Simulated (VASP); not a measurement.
Runs of VASP 6.6.1 on Cs. The structure is that of space group I4/mmm (No. 139), or close to it. The cells are those of the table. 

```tsv
task	cell	k mesh	cutoff (eV)	smearing	gap on the mesh (eV)	pressure (GPa)
single point	a = 3.228 Å, angles 117.8, 117.8, 93.9°, 1 atom	7 × 7 × 7	520	fermi-dirac 0.05 eV	none	(a)
relaxation of cell and atoms	relaxed to 10 GPa from a = 5.649 Å, angles 121.7, 121.7, 87.0°, 1 atom	7 × 7 × 7	600	fermi-dirac 0.05 eV	none	10.0
single point	a = 5.657, b = 5.660, c = 5.623 Å, angles 120.8, 122.2, 87.7°, 1 atom	4 × 4 × 5	500	methfessel-paxton 0.05 eV	none	-0.2
relaxation of cell and atoms	relaxed from a = 5.649 Å, angles 121.7, 121.7, 87.0°, 1 atom	7 × 7 × 7	600	fermi-dirac 0.05 eV	none	0.0
relaxation of cell and atoms	relaxed to 5 GPa from a = 5.649 Å, angles 121.7, 121.7, 87.0°, 1 atom	7 × 7 × 7	600	fermi-dirac 0.05 eV	none	5.0
relaxation of cell and atoms	relaxed to 2 GPa from a = 5.649 Å, angles 121.7, 121.7, 87.0°, 1 atom	7 × 7 × 7	600	fermi-dirac 0.05 eV	none	2.0
```

Alike in all rows: level PBEsol; potentials or basis VASP PAW PBE potentials, release 64 (Cs_sv); no spin polarisation.

Question: Fill in the values left out.

Answer: (a) 31.7.

Caveats: some runs use coarse meshes; the PAW data sets were made with another functional, which shifts forces and pressure a little; spin-orbit coupling is left out, which moves the levels of the heavy elements; the cell is relaxed towards a set pressure, so the enthalpy falls and the energy may rise (some runs).

A k mesh can miss the band edges, and the runs leave out spin-orbit coupling on Cs.

A gap of «none» marks levels without a gap at the run's occupations.
